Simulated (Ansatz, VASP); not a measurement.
## One calculation of BeB, two programs

```
CELL_PARAMETERS angstrom
2.38720 0.00000 0.00000
-1.19360 2.06737 0.00000
0.00000 0.00000 9.45343
ATOMIC_POSITIONS crystal
Be 0.00000 0.00000 0.66667
Be 0.00000 0.00000 0.00000
Be 0.00000 0.00000 0.33333
B 0.33333 0.66667 0.83333
B 0.33333 0.66667 0.16667
B 0.66667 0.33333 0.50000
```

Alike in both runs: task relaxation of cell and atoms; functional PBE; k mesh 12 × 12 × 2; occupations gaussian, width 0.1 eV; no spin polarisation.

|  | VASP | Ansatz |
| --- | --- | --- |
| version | VASP 6.6.1 | Ansatz 0.2.0 |
| potentials or method | VASP PAW PBE potentials, release 64 (Be, B), cutoff 600 eV | scalar-relativistic, plane waves, PAW |
| valence electrons in the cell | 15 | 15 |

|  | VASP | Ansatz | Ansatz less VASP |
| --- | --- | --- | --- |
| gap on the k mesh at the Fermi level, each at its own relaxed structure (eV) | none | none | - |
| relaxed volume (Å³/atom) | 7.06 | 7.06 | +0.002 |
| relaxed cell length with the largest relative difference (Å) | 2.269 | 2.270 | +0.0007 |

A gap of «none» marks a metal or a gap that the smearing closes.

Noted on VASP's run: too few bands were computed for a metal, which touches its energy and stress.
